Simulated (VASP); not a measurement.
Set up this calculation in VASP 6.6.1, as the native input.

* Task: single point
* Functional: PBEsol
* Potentials or basis: VASP PAW PBE potentials, release 64 (Hf_pv, O)
* Cutoff: 520 eV
* k mesh: 6 × 6 × 6
* Occupations: gaussian, width 0.01 eV
* Spin: no spin polarisation
* Dipole correction: no
* Further INCAR settings: ALGO = Normal; EDIFF = 1e-06; NBANDS = 18

The structure of HfO2 lies in POSCAR:

```
HfO2
1.0
    0.0000000000      2.5403350533      2.5403350533
    2.5403350533      0.0000000000      2.5403350533
    2.5403350533      2.5403350533      0.0000000000
Hf O
1 2
Direct
    0.0000000000      0.0000000000      0.0000000000
    0.2500000000      0.2500000000      0.2500000000
    0.7500000000      0.7500000000      0.7500000000
```

The input as run:

INCAR

```
PREC = Accurate ; ENCUT = 520
EDIFF = 1E-6 ; ISMEAR = 0
SIGMA = 0.01 ; LREAL = F
LASPH = T ; NELM = 80
ALGO = Normal ; ISIF = 2
LWAVE = F ; LCHARG = T
GGA = PS ; LELF = T
LVHAR = T ; NBANDS = 18
```

KPOINTS

```
Automatic mesh
0
Gamma
  6 6 6
```

Potentials or basis: VASP PAW PBE potentials, release 64 (Hf_pv, O).

Run with:

```sh
$ cat potpaw_PBE.64/Hf_pv/POTCAR potpaw_PBE.64/O/POTCAR > POTCAR
$ mpirun -np 1 vasp_std > vasp.out
```

Results of the run:

The pressure is -9.1 GPa and the band gap on the k mesh is 3.65 eV, direct.

Caveat: the PAW data sets were made with another functional, which shifts forces and pressure a little; spin-orbit coupling is left out, which moves the levels of the heavy elements.

It took 23 s on 1 thread of Intel Xeon 8259CL (shared host), peak memory 0.16 GiB.
